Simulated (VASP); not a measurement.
A run of VASP 6.6.1 is set up as follows.

File INCAR:

```
SYSTEM = BaF2
ALGO = Normal ; EDIFF = 1E-6
ENCUT = 600 ; GGA = PE
GGA_COMPAT = .FALSE. ; ISIF = 2
ISMEAR = 0 ; LASPH = .TRUE.
LCHARG = .FALSE. ; LREAL = .FALSE.
LWAVE = .FALSE. ; NBANDS = 19
NELM = 120 ; PREC = Accurate
SIGMA = 0.01
```

KPOINTS

```
k-points
0
G
  4 4 4
  0 0 0
```

POSCAR

```
BaF2
1.0
    0.0000000000      2.9902815514      2.9902815514
    2.9902815514      0.0000000000      2.9902815514
    2.9902815514      2.9902815514      0.0000000000
Ba F
1 2
Direct
    0.0000000000      0.0000000000      0.0000000000
    0.2500000000      0.2500000000      0.2500000000
    0.7500000000      0.7500000000      0.7500000000
```

Potentials or basis: VASP PAW PBE potentials, release 64 (Ba_sv, F).

The run is started by

```sh
$ cat potpaw_PBE.64/Ba_sv/POTCAR potpaw_PBE.64/F/POTCAR > POTCAR
$ mpirun -np 1 vasp_std > vasp.out
```

Q: Predict the band gap on the k mesh.

A: 7.22 eV, indirect (least direct gap 7.38 eV).

Q: What does it give for the pressure?

A: 11.3 GPa.

Caveat: the k points lie up to 0.45 Å⁻¹ apart; spin-orbit coupling is left out, which moves the levels of the heavy elements. A k mesh can miss the band edges.
